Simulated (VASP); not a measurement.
Runs of VASP 6.6.1 on TaSi7. The structure is that of space group Fm-3m (No. 225), or close to it. The cells are those of the table. 

```csv
task,cell,k mesh,cutoff (eV),gap on the mesh (eV),pressure (GPa),largest force (eV/Å)
single point,"a = 6.743 Å, angles 60.0°, 8 atoms",8 × 8 × 8,520,none,0.0,0.02
single point,"a = 5.813 Å, angles 60.0°, 8 atoms",4 × 4 × 4,520,none,108.6,(a)
relaxation of cell and atoms,"relaxed from a = 5.813 Å, angles 60.0°, 8 atoms",4 × 4 × 4,600,none,-0.2,0.04
single point,"a = 6.752 Å, angles 60.0°, 8 atoms",4 × 4 × 4,520,none,0.0,0.02
```

Alike in all rows: level PBE; potentials or basis VASP PAW PBE potentials, release 64 (Ta_pv, Si); no spin polarisation; smearing gaussian 0.1 eV.

Estimate the missing entries.

(a) 30.51.

Caveats: spin-orbit coupling is left out, which moves the levels of the heavy elements; forces of over 1 eV/Å act on the atoms, so gaps and moduli don't describe the material at rest (some runs).

A k mesh can miss the band edges, and the runs leave out spin-orbit coupling on Ta.

A gap of «none» marks levels without a gap at the run's occupations.
